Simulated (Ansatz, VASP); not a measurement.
# Cd in VASP and in Ansatz

```
CELL_PARAMETERS angstrom
0.00000 2.21815 2.21815
2.21815 0.00000 2.21815
2.21815 2.21815 0.00000
ATOMIC_POSITIONS crystal
Cd 0.00000 0.00000 0.00000
```

Alike in both runs: functional PBE0; k mesh 6 × 6 × 6; occupations fermi-dirac, width 0.05 eV; no spin polarisation.

|  | VASP | Ansatz |
| --- | --- | --- |
| version | VASP 6.6.1 | Ansatz 0.2.0 |
| potentials or method | VASP PAW PBE potentials, release 64 (Cd) | Ansatz PAW |
| plane-wave cutoff (eV) | 520 | 420 |
| valence electrons in the cell | 12 | 20 |
| task | single point | projected density of states |

Ansatz gave:

```
gap on the k mesh at the Fermi level (eV) : none
pressure (GPa)                            : 3.4
```

What did VASP give for the same quantities?

gap on the k mesh at the Fermi level (eV): none; pressure (GPa): 2.9.

A gap of «none» marks a metal or a gap that the smearing closes. With one functional, cell and mesh, what is left measures potentials, basis and numerics. VASP's potentials hold 12 valence electrons a cell and Ansatz's 20, so a difference there can come from the potentials and not from the codes.

The k mesh is coarse, so the values compare programs but aren't converged.
